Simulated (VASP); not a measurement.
AlNi, 2 atoms in the cell. Symmetry: P4mm, No. 99, tetragonal system. The conventional cell has a = 2.859 Å, b = 2.859 Å, c = 2.869 Å, α = 90.00°, β = 90.00°, γ = 90.00°. Within 3.2 Å of Al (site symmetry 4mm) lie 8 Ni at 2.44 to 2.52 Å and 6 Al at 2.86 to 2.87 Å. Ni (site symmetry 4mm) has 8 Al at 2.44 to 2.52 Å and 6 Ni at 2.86 to 2.87 Å within 3.2 Å.  This cell differs from its parent crystal: all Al atoms moved +0.075 Å, as atom 1 along Cartesian [0 0 1].

```yaml
Program: VASP 6.6.1
Task: single point
Functional: PBEsol
Potentials_or_basis: VASP PAW PBE potentials, release 64 (Al, Ni)
Cutoff: 520 eV
k_mesh: 20 × 20 × 20
Occupations: gaussian, width 0.15 eV
Spin: no spin polarisation
Dipole_correction: no
Further_INCAR_settings: ALGO = Fast; EDIFF = 1e-06; NBANDS = 14
```

Potentials or basis: VASP PAW PBE potentials, release 64 (Al, Ni).

Run with:

```bash
$ cat potpaw_PBE.64/Al/POTCAR potpaw_PBE.64/Ni/POTCAR > POTCAR
$ mpirun -np 1 vasp_std > vasp.out
```

Hardware: 1 thread of Intel(R) Xeon(R) Platinum 8488C (Sapphire Rapids) (shared host).

**Question.** How long does it take, and how much memory?

**Answer.** Wall time 2.7 min on 1 thread of Intel(R) Xeon(R) Platinum 8488C (Sapphire Rapids) (shared host), peak memory 0.5 GiB. Counts: scf iterations 15, k points 1221.
